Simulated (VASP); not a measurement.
A run of VASP 6.6.1 is set up as follows.

Contents of INCAR:

```
ALGO = Normal
EDIFF = 1E-6
ENCUT = 520
ISIF = 2
ISMEAR = -1
LASPH = T
LCHARG = F
LREAL = F
LWAVE = F
NBANDS = 23
NELM = 80
PREC = Accurate
SIGMA = 0.02
```

The input KPOINTS:

```
k-points
0
Gamma
  6 6 4
```

POSCAR

```
NaScTe2
1.0
    4.3099310190      0.0000000000      0.0000000000
    0.0000000000      4.3099310190      0.0000000000
    0.0000000000      0.0000000000      5.8991668818
Na Te Sc
1 2 1
Direct
    0.0000000000      0.0000000000      0.0000000000
    0.0000000000      0.0000000000      0.5000000000
    0.5000000000      0.5000000000      0.0000000000
    0.5000000000      0.5000000000      0.5000000000
```

Potentials or basis: VASP PAW LDA potentials, release 64 (Na_pv, Te, Sc_sv).

Launch:

```sh
$ cat potpaw_LDA.64/Na_pv/POTCAR potpaw_LDA.64/Te/POTCAR potpaw_LDA.64/Sc_sv/POTCAR > POTCAR
$ mpirun -np 1 vasp_std > vasp.out
```

(1) Estimate the band gap on the k mesh.

(2) Predict the pressure.

Results:

(1) zero (bands 15 and 16 overlap by 0.35 eV).

(2) -3.2 GPa.

Caveat: the cell stands under tension; spin-orbit coupling is left out, which moves the levels of the heavy elements.
